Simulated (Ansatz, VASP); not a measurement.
## Two plane-wave programs on C

```
CELL_PARAMETERS angstrom
0.00000 1.78012 1.78012
1.78012 0.00000 1.78012
1.78012 1.78012 0.00000
ATOMIC_POSITIONS crystal
C 0.00000 0.00000 0.00000
C 0.25000 0.25000 0.25000
```

Alike in both runs: task single point; functional PBE; k mesh 3 × 3 × 3; no spin polarisation.

|  | VASP | Ansatz |
| --- | --- | --- |
| version | VASP 6.6.1 | Ansatz 0.2.0 |
| potentials or method | VASP PAW PBE potentials, release 64 (C) | plane waves |
| plane-wave cutoff (eV) | 520 | 420 |
| occupations | gaussian, width 0.01 eV | fixed |
| valence electrons in the cell | 8 | 8 |

Ansatz gave:

| Item | Value |
| --- | --- |
| gap on the k mesh at the Fermi level (eV) | 4.13 |
| pressure (GPa) | 9.5 |

Problem. Estimate VASP's values.

Solution. gap on the k mesh at the Fermi level (eV): 4.12; pressure (GPa): 10.2.

The k mesh is coarse, so the values compare programs but aren't converged.
